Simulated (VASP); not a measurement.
Wanted: the native input for a VASP 6.6.1 run.

```yaml
Task: single point
Functional: PBE
Potentials_or_basis: VASP PAW PBE potentials, release 64 (Pb_d, I)
Cutoff: 500 eV
k_mesh: 6 × 6 × 4
Occupations: fermi-dirac, width 0.02 eV
Spin: no spin polarisation
Dipole_correction: no
Further_INCAR_settings: ALGO = Normal; EDIFF = 1e-06; NBANDS = 21
```

The structure of PbI2 lies in POSCAR:

```
PbI2
1.0
    4.5640817504      0.0000000000      0.0000000000
   -2.2820408752      3.9526107408      0.0000000000
    0.0000000000      0.0000000000      7.0475120173
Pb I
1 2
Direct
    0.0000000000      0.0000000000      0.0000000000
    0.3333333333      0.6666666667      0.2667068020
    0.6666666667      0.3333333333      0.7332931980
```

One way to write it, as run:

INCAR

```
ALGO     = Normal         # electronic algorithm
EDIFF    = 1E-6           # SCF threshold, eV
ENCUT    = 500            # plane-wave cutoff, eV
GGA      = PE             # functional
GGA_COMPAT= False        
ISIF     = 2              # what is computed and relaxed
ISMEAR   = -1             # smearing method
LASPH    = True           # aspherical terms in the spheres
LCHARG   = True           # write CHGCAR
LELF     = True           # ELF
LREAL    = False          # projectors in reciprocal space
LVHAR    = True         
LWAVE    = False          # write WAVECAR
NBANDS   = 21             # bands
NELM     = 120            # most SCF steps
PREC     = Accurate       # precision mode
SIGMA    = 0.02           # smearing width, eV
```

KPOINTS

```
k-points
0
Gamma
  6 6 4
```

Potentials or basis: VASP PAW PBE potentials, release 64 (Pb_d, I).

Run with:

```sh
$ cat potpaw_PBE.64/Pb_d/POTCAR potpaw_PBE.64/I/POTCAR > POTCAR
$ mpirun -np 1 vasp_std > vasp.out
```

Results of the run:

```
Pressure               : 1.2 GPa
Largest force          : 0.046 eV/Å
Band gap on the k mesh : 2.23 eV
```

Caveat: spin-orbit coupling is left out, which moves the levels of the heavy elements; this functional lacks dispersion, which binds layers or chains, so the pressure and a relaxed spacing across them are unreliable.

Run time: 29 s on 1 thread of AMD EPYC 9R45 96-Core Processor (Zen 5), with other jobs on the host, peak memory 0.23 GiB.
